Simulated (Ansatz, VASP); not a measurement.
## C in VASP and in Ansatz

```xyz
4
Lattice="2.3439 0.0000 0.0000 -1.1720 2.1293 0.0000 0.0000 0.0000 7.2458" Properties=species:S:1:pos:R:3 pbc="T T T"
C    -0.2707    0.0000    0.0181
C     0.2707    0.0000    3.6410
C    -0.2707    1.4196    0.0181
C     1.4427    0.7098    3.6410
```

Change from the starting cell: mode 4 frozen in at -0.284 Å, normal strain along x -0.0467.

Alike in both runs: task single point; functional PBEsol; k mesh 18 × 18 × 6; occupations gaussian, width 0.15 eV; no spin polarisation.

|  | VASP | Ansatz |
| --- | --- | --- |
| version | VASP 6.6.1 | Ansatz 0.2.0 |
| potentials or method | VASP PAW PBE potentials, release 64 (C), cutoff 520 eV | scalar-relativistic, plane waves, PAW |
| valence electrons in the cell | 16 | 16 |

VASP gave:

| Property | Result |
| --- | --- |
| gap on the k mesh at the Fermi level (eV) | 0.41 |
| least direct gap on the mesh (eV) | 0.41 |
| pressure (GPa) | 22.0 |
| traceless stress, the component that is largest in VASP (GPa) | 33.64 |
| rms of the force components (eV/Å) | 0.482 |

Problem. Estimate Ansatz's values.

Solution. gap on the k mesh at the Fermi level (eV): 0.41; least direct gap on the mesh (eV): 0.41; pressure (GPa): 21.2; traceless stress, the component that is largest in VASP (GPa): 33.16; rms of the force components (eV/Å): 0.476.

VASP's potentials were made for PBE, not for PBEsol, and Ansatz warns of the same on its side. Atom by atom the forces differ by 0.006 eV/Å (rms over components).
